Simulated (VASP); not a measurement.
Rb: single point with PBE

The system is Rb.

```
CELL_PARAMETERS angstrom
-2.82938 2.82938 2.82938
2.82938 -2.82938 2.82938
2.82938 2.82938 -2.82938
ATOMIC_POSITIONS crystal
Rb 0.00000 0.00000 0.00000
```

| Property | Result |
| --- | --- |
| Program | VASP 6.6.1 |
| Task | single point |
| Functional | PBE |
| Potentials or basis | VASP PAW PBE potentials, release 64 (Rb_sv) |
| Cutoff | 520 eV |
| k mesh | 5 × 5 × 5 |
| Occupations | fermi-dirac, width 0.05 eV |
| Spin | no spin polarisation |

```json
{"Pressure": "0.0 GPa", "Band gap on the k mesh": "zero (an odd number of electrons rules out a gap without spin polarisation)"}
```

Levels at points of the mesh, in eV from the Fermi level:
| k point | band 2 | band 3 | band 4 | band 5 | band 6 | band 7 |
| --- | --- | --- | --- | --- | --- | --- |
| (0.00, 0.00, 0.00) | -12.99 | -12.99 | -12.99 | -2.02 | 3.64 | 3.64 |

It took 18 s on 1 thread of Intel Xeon 8259CL (shared host), peak memory 0.19 GiB.
